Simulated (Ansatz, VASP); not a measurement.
AgBr in VASP and in Ansatz

File INCAR:

```
SYSTEM = AgBr
PREC = Accurate
ENCUT = 500
EDIFF = 1E-6
ISMEAR = 0
SIGMA = 0.01
LREAL = .False.
LASPH = .True.
NELM = 120
ALGO = Normal
ISIF = 2
LWAVE = .False.
LCHARG = .False.
GGA = PE
NBANDS = 16
GGA_COMPAT = .False.
```

File KPOINTS:

```
regular mesh
0
Gamma
  6 6 6
  0 0 0
```

POSCAR

```
AgBr
1.0
    0.0000000000      2.8620186354      2.8620186354
    2.8620186354      0.0000000000      2.8620186354
    2.8620186354      2.8620186354      0.0000000000
Ag Br
1 1
Direct
    0.0000000000      0.0000000000      0.0000000000
    0.5000000000      0.5000000000      0.5000000000
```

Input for Ansatz:

```yaml
crystal:
  lattice:
    - [0.0, 2.8620186354, 2.8620186354]
    - [2.8620186354, 0.0, 2.8620186354]
    - [2.8620186354, 2.8620186354, 0.0]
  atoms:
    - { symbol: Ag, position: [0.0, 0.0, 0.0] }
    - { symbol: Br, position: [0.5, 0.5, 0.5] }
kpoints:
  mp_grid: { grid: [6, 6, 6] }
hamiltonian:
  xc: pbe
scf:
  occupations: { method: fixed }
  n_extra_bands: 4
output:
  forces: true
  stress: true
  eigenvalues: true
```

Alike in both runs: task single point; functional PBE; k mesh 6 × 6 × 6; no spin polarisation.

|  | VASP | Ansatz |
| --- | --- | --- |
| version | VASP 6.6.1 | Ansatz 0.2.0 |
| potentials or method | VASP PAW PBE potentials, release 64 (Ag, Br) | plane waves, PAW |
| plane-wave cutoff (eV) | 500 | 420 |
| occupations | gaussian, width 0.01 eV | fixed |
| valence electrons in the cell | 18 | 26 |

VASP gave:

| Item | Value |
| --- | --- |
| gap on the k mesh at the Fermi level (eV) | 0.67 |
| pressure (GPa) | 2.7 |

**Question.** Which values does Ansatz return?

**Answer.** gap on the k mesh at the Fermi level (eV): 0.67; pressure (GPa): 2.8.

VASP's potentials hold 18 valence electrons a cell and Ansatz's 26, so a difference there can come from the potentials and not from the codes.
